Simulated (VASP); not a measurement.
Input of a VASP 6.6.1 run:

The input INCAR:

```
SYSTEM = ScCu
  PREC = Accurate
  ENCUT = 520
  EDIFF = 1E-8
  ISMEAR = -1
  SIGMA = 0.05
  LREAL = .False.
  LASPH = .True.
  NELM = 60
  ALGO = Normal
  ISIF = 2
  LWAVE = .False.
  LCHARG = .False.
  GGA = CA
  LEFG = .True.
  NBANDS = 18
```

KPOINTS

```
regular mesh
0
Gamma
  11 11 11
  0 0 0
```

The input POSCAR:

```
ScCu
1.0
    3.2560000000      0.0325600000      0.0325600000
    0.0325600000      3.2560000000      0.0325600000
    0.0325600000      0.0325600000      3.2560000000
Sc Cu
1 1
Direct
    0.5000000000      0.5000000000      0.5000000000
    0.0000000000      0.0000000000      0.0000000000
```

Potentials or basis: VASP PAW LDA potentials, release 64 (Sc_sv, Cu).

Command:

```console
$ cat potpaw_LDA.64/Sc_sv/POTCAR potpaw_LDA.64/Cu/POTCAR > POTCAR
$ mpirun -np 1 vasp_std > vasp.out
```

Estimate the band gap on the k mesh.

zero (bands 11 and 12 overlap by 1.85 eV).

Predict the pressure.

-7.1 GPa.

Stress tensor (GPa, compression positive):
```
-7.06 -0.77 -0.77
-0.77 -7.06 -0.77
-0.77 -0.77 -7.06
```

Caveat: the cell differs from its parent crystal (equal xy, yz and zx shear strains of +2 %); the cell stands under tension; without QUAD_EFG the Cq values of the log hold for a quadrupole moment of 1 mb, not for the nuclei.
